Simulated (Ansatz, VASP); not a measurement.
**Two plane-wave programs on MoS2**

```xyz
9
Lattice="3.1407 0.0000 0.0000 -1.5704 2.7200 0.0000 0.0000 0.0000 28.0139" Properties=species:S:1:pos:R:3 pbc="T T T"
Mo    1.6128    0.7652    0.1895
Mo   -0.0768    1.8972   21.4607
Mo    0.3231    1.4523    6.0422
S    -0.5905    1.9409    0.9502
S     1.1084    0.8847   23.6774
S     1.6449    0.4955    8.1900
S     0.1742    1.7096   26.6975
S     1.9902    1.2347   20.1904
S     1.6655    1.4064    4.6577
```

Change from the starting cell: all atoms moved at random (sigma 0.3 Å a component).

Alike in both runs: task single point; functional PBEsol; k mesh 12 × 12 × 1; occupations gaussian, width 0.05 eV; no spin polarisation.

```csv
,VASP,Ansatz
version,VASP 6.6.1,Ansatz 0.2.0
potentials or method,"VASP PAW PBE potentials, release 64 (Mo_sv, S), cutoff 520 eV","scalar-relativistic, plane waves, PAW"
valence electrons in the cell,78,78
```

|  | VASP | Ansatz | Ansatz less VASP |
| --- | --- | --- | --- |
| gap on the k mesh at the Fermi level (eV) | none | none | - |
| rms of the force components (eV/Å) | 9.282 | 9.276 | -0.0060 |

VASP's potentials were made for PBE, not for PBEsol. Atom by atom the forces differ by 0.064 eV/Å (rms over components). A gap of «none» marks a metal or a gap that the smearing closes. Ansatz's warnings: xc potential rough in thin density.
